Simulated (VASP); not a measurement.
# Sc2As3Rh (P3m1) in VASP: single point with r2SCAN+rVV10

Aim: the single point of Sc2As3Rh with r2SCAN+rVV10.

Everything below comes from runs of VASP 6.6.1. Logs are shortened: lines on timing, memory, paths and dates and some standing lists are left out, and cuts for length are marked.

## Step 1: The cell of the first run

The structure is trigonal, space group P3m1 (No. 156). Conventional cell: a = 4.397 Å, b = 4.397 Å, c = 6.296 Å, α = 90.00°, β = 90.00°, γ = 120.00°. Within 3.7 Å of Sc (site symmetry 3m) lie 3 Rh at 2.78 Å and 9 As at 2.91 to 3.06 Å and 2 Sc at 3.15 Å. Sc (site symmetry 3m) has 9 As at 2.92 to 3.06 Å and 2 Sc at 3.15 Å and 3 Rh at 3.24 Å within 3.8 Å. Within 3.4 Å of As (site symmetry 3m) lie 3 Rh at 2.58 Å and 6 Sc at 2.98 to 2.99 Å and 2 As at 3.00 to 3.29 Å. As (site symmetry 3m) has 5 As at 2.55 to 3.29 Å and 6 Sc at 2.92 to 3.06 Å within 3.4 Å. As (site symmetry 3m) has 3 As at 2.55 Å and 1 Rh at 2.57 Å and 6 Sc at 2.91 to 3.06 Å within 3.4 Å. Rh (site symmetry 3m) has 4 As at 2.57 to 2.58 Å and 6 Sc at 2.78 to 3.24 Å within 3.4 Å.

## Step 2: Single point, r2SCAN+rVV10

File POSCAR:

```
Sc2As3Rh
1.0
    4.3967305318      0.0000000000      0.0000000000
   -2.1983652659      3.8076803341      0.0000000000
    0.0000000000      0.0000000000      6.2962261023
Sc As Rh
2 3 1
Direct
    0.6666666667      0.3333333333      0.7609521406
    0.6666666667      0.3333333333      0.2613183498
    0.3333333333      0.6666666667      0.0120256348
    0.3333333333      0.6666666667      0.4889226160
    0.0000000000      0.0000000000      0.5340292151
    0.0000000000      0.0000000000      0.9427530536
```

File INCAR.step1:

```
PREC = Accurate
ENCUT = 520
ISMEAR = -1
SIGMA = 0.03
LREAL = False
LASPH = True
NELM = 100
NBANDS = 35
GGA = PE
ALGO = Normal
EDIFF = 1E-4
LWAVE = True
LCHARG = False
```

File INCAR.step2:

```
PREC = Accurate
ENCUT = 520
EDIFF = 1E-6
ISMEAR = -1
SIGMA = 0.03
LREAL = False
LASPH = True
NELM = 100
ALGO = Normal
ISIF = 2
LWAVE = False
LCHARG = True
METAGGA = R2SCAN
LMIXTAU = True
LUSE_VDW = True
IVDW_NL = 2
BPARAM = 11.95
CPARAM = 0.0093
LELF = True
LVHAR = True
NBANDS = 35
ISTART = 1
```

File KPOINTS:

```
Automatic mesh
0
Gamma
  6 6 4
```

Potentials or basis: VASP PAW PBE potentials, release 64 (Sc_sv, As, Rh_pv).

The run is started by

```sh
$ cat potpaw_PBE.64/Sc_sv/POTCAR potpaw_PBE.64/As/POTCAR potpaw_PBE.64/Rh_pv/POTCAR > POTCAR
$ cp INCAR.step1 INCAR
$ mpirun -np 1 vasp_std > vasp.out
$ cp INCAR.step2 INCAR
$ mpirun -np 1 vasp_std > vasp.out
```

OUTCAR:

```text
PREC = Accurate
   ENCUT = 520
   EDIFF = 1E-6
   ISMEAR = -1
   LREAL = False
   LASPH = True
   NELM = 100
   ISIF = 2
   METAGGA = R2SCAN
   IVDW_NL = 2
   BPARAM = 11.95
   ISTART = 1

 ion  position               nearest neighbor table
   1  0.667  0.333  0.761-   6 2.78   6 2.78   6 2.78   5 2.91   5 2.91   5 2.91   3 2.99   3 2.99
                             3 2.99   4 3.06   4 3.06   4 3.06   2 3.15   2 3.15
   2  0.667  0.333  0.261-   4 2.92   4 2.92   4 2.92   3 2.98   3 2.98   3 2.98   5 3.06   5 3.06
                             5 3.06   1 3.15   1 3.15   6 3.24   6 3.24   6 3.24
   3  0.333  0.667  0.012-   6 2.58   6 2.58   6 2.58   2 2.98   2 2.98   2 2.98   1 2.99   1 2.99
                             1 2.99
   4  0.333  0.667  0.489-   5 2.55   5 2.55   5 2.55   2 2.92   2 2.92   2 2.92   1 3.06   1 3.06
                             1 3.06
   5  0.000  0.000  0.534-   4 2.55   4 2.55   4 2.55   6 2.57   1 2.91   1 2.91   1 2.91   2 3.06
                             2 3.06   2 3.06
   6  0.000  0.000  0.943-   5 2.57   3 2.58   3 2.58   3 2.58   1 2.78   1 2.78   1 2.78   2 3.24
                             2 3.24   2 3.24

  LATTYP: Found a hexagonal cell.
 ALAT       =     4.3967305318
 C/A-ratio  =     1.4320245593

  Lattice vectors:

 A1 = (   4.3967305318,   0.0000000000,   0.0000000000)
 A2 = (  -2.1983652659,   3.8076803341,   0.0000000000)
 A3 = (   0.0000000000,   0.0000000000,   6.2962261023)

Analysis of symmetry for initial positions (statically):
=====================================================================
 Subroutine PRICEL returns:
 Original cell was already a primitive cell.

 Routine SETGRP: Setting up the symmetry group for a
 hexagonal supercell.

 Subroutine GETGRP returns: Found  6 space group operations
 (whereof  6 operations were pure point group operations)
 out of a pool of 24 trial point group operations.

The static configuration has the point symmetry C_3v.

Analysis of symmetry for dynamics (positions and initial velocities):
=====================================================================
 Subroutine PRICEL returns:
 Original cell was already a primitive cell.

 Routine SETGRP: Setting up the symmetry group for a
 hexagonal supercell.

 Subroutine GETGRP returns: Found  6 space group operations
 (whereof  6 operations were pure point group operations)
 out of a pool of 24 trial point group operations.

The dynamic configuration has the point symmetry C_3v.

 Subroutine INISYM returns: Found  6 space group operations
 (whereof  6 operations are pure point group operations),
 and found     1 'primitive' translations

----------------------------------------------------------------------------------------

                                     Primitive cell

  volume of cell :     105.4073

  direct lattice vectors                    reciprocal lattice vectors
     4.396730532  0.000000000  0.000000000     0.227441730  0.131313544  0.000000000
    -2.198365266  3.807680334  0.000000000     0.000000000  0.262627088  0.000000000
     0.000000000  0.000000000  6.296226102     0.000000000  0.000000000  0.158825300

  length of vectors
     4.396730532  4.396730532  6.296226102     0.262627088  0.262627088  0.158825300

  position of ions in fractional coordinates (direct lattice)
     0.666666667  0.333333333  0.760952141
     0.666666667  0.333333333  0.261318350
     0.333333333  0.666666667  0.012025635
     0.333333333  0.666666667  0.488922616
     0.000000000  0.000000000  0.534029215
     0.000000000  0.000000000  0.942753054

  ion indices of the primitive-cell ions
   primitive index   ion index
                 1           1
                 2           2
                 3           3
                 4           4
                 5           5
                 6           6

----------------------------------------------------------------------------------------

 KPOINTS: Automatic mesh

Automatic generation of k-mesh.
 Grid dimensions read from file:
 generate k-points for:    6    6    4

 Generating k-lattice:

  Cartesian coordinates                     Fractional coordinates (reciprocal lattice)
     0.037906955  0.021885591  0.000000000     0.166666667 -0.000000000  0.000000000
     0.000000000  0.043771181  0.000000000     0.000000000  0.166666667  0.000000000
     0.000000000  0.000000000  0.039706325     0.000000000  0.000000000  0.250000000

  Length of vectors
     0.043771181  0.043771181  0.039706325

  Shift w.r.t. Gamma in fractional coordinates (k-lattice)
     0.000000000  0.000000000  0.000000000

 Subroutine IBZKPT returns following result:
 ===========================================

 Found     24 irreducible k-points:

 Following reciprocal coordinates:
            Coordinates               Weight
  0.000000  0.000000  0.000000      1.000000
  0.166667 -0.000000  0.000000      6.000000
  0.333333 -0.000000  0.000000      6.000000
  0.500000 -0.000000  0.000000      3.000000
  0.166667  0.166667  0.000000      6.000000
  0.333333  0.166667  0.000000     12.000000
[... 16 lines left out ...]
  0.333333  0.166667  0.500000     12.000000
  0.333333  0.333333  0.500000      2.000000
   k-points           NKPTS =     24   k-points in BZ     NKDIM =     24   number of bands    NBANDS=     35
   number of dos      NEDOS =    301   number of ions     NIONS =      6
   total plane-waves  NPLWV =  62208
   dimension x,y,z NGX =    36 NGY =   36 NGZ =   48
   dimension x,y,z NGXF=    72 NGYF=   72 NGZF=   96
   ions per type =               2   3   1
   NGX,Y,Z   is equivalent  to a cutoff of  13.61, 13.61, 12.67 a.u.
   NGXF,Y,Z  is equivalent  to a cutoff of  27.22, 27.22, 25.35 a.u.
 SYSTEM =  unknown system
   PREC   = accura    normal or accurate (medium, high low for compatibility)
   ISTART =      1    job   : 0-new  1-cont  2-samecut
   ICHARG =      0    charge: 1-file 2-atom 10-const
   ISPIN  =      1    spin polarized calculation?
   LNONCOLLINEAR =      F non collinear calculations
   LSORBIT =      F    spin-orbit coupling
   LASPH  =      T    aspherical Exc in radial PAW
   ENCUT  =  520.0 eV  38.22 Ry    6.18 a.u.   8.18  8.18 11.71*2*pi/ulx,y,z
   NELM   =    100;   NELMIN=  2; NELMDL=  0     # of ELM steps
   EDIFF  = 0.1E-05   stopping-criterion for ELM
   LREAL  =      F    real-space projection
   EDIFFG = 0.1E-04   stopping-criterion for IOM
   NSW    =      0    number of steps for IOM
   IBRION =     -1    ionic relax: 0-MD 1-quasi-New 2-CG
   NFREE  =      0    steps in history (QN), initial steepest desc. (CG)
   ISIF   =      2    stress and relaxation
   ISYM   =      2    0-nonsym 1-usesym 2-fastsym
   POTIM  = 0.5000    time-step for ionic-motion
   TEBEG  =    0.0;   TEEND  =   0.0 temperature during run
   PSTRESS=    0.0 pullay stress
   NELECT =      52.0000    total number of electrons
   NUPDOWN=      -1.0000    fix difference up-down
   EMIN   =  10.00;   EMAX   =-10.00  energy-range for DOS
   EFERMI =   0.00;   METHOD = LEGACY
   ISMEAR =    -1;   SIGMA  =   0.03  broadening in eV -4-tet -1-fermi 0-gaus
   EFERMI_NEDOS =   21; number of points for ismear=-14 and -15
   IALGO  =     38    algorithm
   IMIX   =      4    mixing-type and parameters
     AMIX     =   0.40;   BMIX     =  1.00
     AMIX_MAG =   1.60;   BMIX_MAG =  1.00
  volume/ion in A,a.u.               =      17.57       118.55
  Fermi-wavevector in a.u.,A,eV,Ry     =   1.293557  2.444469 22.766505  1.673291
  Thomas-Fermi vector in A             =   2.425196
   LORBIT       =      0    0 simple, 1 ext, 2 COOP (PROOUT), +10 PAW based schemes
   METAGGA = R2SCAN    functional components
   LHFCALC =     F    Hartree Fock is set to
   AEXX    =    0.0000 exact exchange contribution
   IVDW_NL    =     2    kernel type
   BPARAM     =11.9500
   IVDW    =     0    specifies the selected vdW correction
   LEPSILON=     F    determine dielectric tensor
   LRPA    =     F    only Hartree local field effects (RPA)
 non-spin polarized calculation
  energy-cutoff  :      520.00
  volume of cell :      105.41
 maximum number of plane-waves:      2852
 NGX is ok and might be reduce to    36
   NGX = 17   NGY = 17   NGZ = 23

 number of electron      52.0000001 magnetization

 Free energy of the ion-electron system (eV)
  ---------------------------------------------------
  ext. energy  EPLUGINS =         0.00000000
  ---------------------------------------------------
  free energy    TOTEN  =       -94.22204131 eV

  energy without entropy =      -94.21365372  energy(sigma->0) =      -94.21784752

 E-fermi :   7.5593     XC(G=0): -12.0524

 val. band max:        7.5442001592   @ k =   0.0000   0.3333   0.2500
 cond. band min:       7.6070889108   @ k =   0.5000  -0.0000   0.2500
 fundamental gap:      0.0628887516
 Fermi energy:         7.5593290235

 k-point     1 :       0.0000    0.0000    0.0000
  band No.  band energies     occupation
      1     -44.8145      2.00000
      2     -44.3556      2.00000
      3     -40.3253      2.00000
      4     -40.3253      2.00000
      5     -40.2374      2.00000
      6     -22.5695      2.00000
[... 27 lines left out ...]
     34       9.8332      0.00000
     35      10.3121      0.00000

 k-point     2 :       0.1667   -0.0000    0.0000
  band No.  band energies     occupation
      1     -44.8143      2.00000
      2     -44.3556      2.00000
      3     -40.3256      2.00000
      4     -40.3254      2.00000
      5     -40.2377      2.00000
      6     -22.5678      2.00000
[... 27 lines left out ...]
     34      10.0955      0.00000
     35      10.2986      0.00000

 k-point     3 :       0.3333   -0.0000    0.0000
  band No.  band energies     occupation
      1     -44.8139      2.00000
      2     -44.3557      2.00000
      3     -40.3260      2.00000
      4     -40.3256      2.00000
      5     -40.2382      2.00000
      6     -22.5643      2.00000
[... 27 lines left out ...]
     34      10.2120      0.00000
     35      10.6917      0.00000
[... 723 lines left out ...]
 k-point    23 :       0.3333    0.1667    0.5000
  band No.  band energies     occupation
      1     -44.8131      2.00000
      2     -44.3564      2.00000
      3     -40.3273      2.00000
      4     -40.3247      2.00000
      5     -40.2384      2.00000
      6     -22.5118      2.00000
[... 27 lines left out ...]
     34      10.0698      0.00000
     35      10.3665      0.00000

 k-point    24 :       0.3333    0.3333    0.5000
  band No.  band energies     occupation
      1     -44.8130      2.00000
      2     -44.3564      2.00000
      3     -40.3280      2.00000
      4     -40.3241      2.00000
      5     -40.2386      2.00000
      6     -22.5112      2.00000
[... 27 lines left out ...]
     34       9.9332      0.00000
     35      10.5800      0.00000

------------------------ aborting loop because EDIFF is reached ----------------------------------------

  FORCE on cell =-STRESS in cart. coord.  units (eV):
  Direction    XX          YY          ZZ          XY          YZ          ZX
  --------------------------------------------------------------------------------------
  -------------------------------------------------------------------------------------
  Total        0.4819851      0.4819851      0.3944038      0.0000000     -0.0000000      0.0000000
  in kB        7.3261121      7.3261121      5.9948869      0.0000000     -0.0000000      0.0000000
  external PRESSURE =       6.8823704 kB  Pullay stress =       0.0000000 kB

 VOLUME and BASIS-vectors are now :
 -----------------------------------------------------------------------------
  energy-cutoff  :      520.00
  volume of cell :      105.41
      direct lattice vectors                 reciprocal lattice vectors
     4.396730532  0.000000000  0.000000000     0.227441730  0.131313544  0.000000000
    -2.198365266  3.807680334  0.000000000     0.000000000  0.262627088  0.000000000
     0.000000000  0.000000000  6.296226102     0.000000000  0.000000000  0.158825300

 POSITION                                       TOTAL-FORCE (eV/Angst)
 -----------------------------------------------------------------------------------
      2.19837      1.26923      4.79113        -0.000000     -0.000000     -0.013216
      2.19837      1.26923      1.64532        -0.000000      0.000000     -0.013637
     -0.00000      2.53845      0.07572         0.000000     -0.000000      0.004387
     -0.00000      2.53845      3.07837         0.000000      0.000000      0.000019
      0.00000      0.00000      3.36237         0.000000     -0.000000     -0.009332
      0.00000      0.00000      5.93579         0.000000     -0.000000      0.031779
 -----------------------------------------------------------------------------------
    total drift:                               -0.000001      0.000000     -0.001632

  FREE ENERGIE OF THE ION-ELECTRON SYSTEM (eV)
  ---------------------------------------------------
  free  energy   TOTEN  =       -94.2220413131 eV

  energy  without entropy=      -94.2136537185  energy(sigma->0) =      -94.21784752
```

It took 10 min on 1 thread of Oxide Virtual Turin-like, shared host; peak memory 0.49 GiB.

Results:

- Free energy: -94.2220 eV
- Pressure: 0.7 GPa
- Largest force: 0.032 eV/Å
- Band gap on the k mesh: zero (bands 26 and 27 overlap by 1.10 eV)

Forces on the atoms (eV/Å):
```
Sc   0.000  0.000 -0.013
Sc   0.000  0.000 -0.014
As   0.000  0.000  0.004
As   0.000  0.000  0.000
As   0.000  0.000 -0.009
Rh   0.000  0.000  0.032
```

Stress tensor (GPa, compression positive):
```
0.73 0.00 0.00
0.00 0.73 0.00
0.00 0.00 0.60
```

Caveat: the PAW data sets were made with another functional, which shifts forces and pressure a little.

The gap in the log of VASP goes by the Fermi energy; the results here count the filled bands.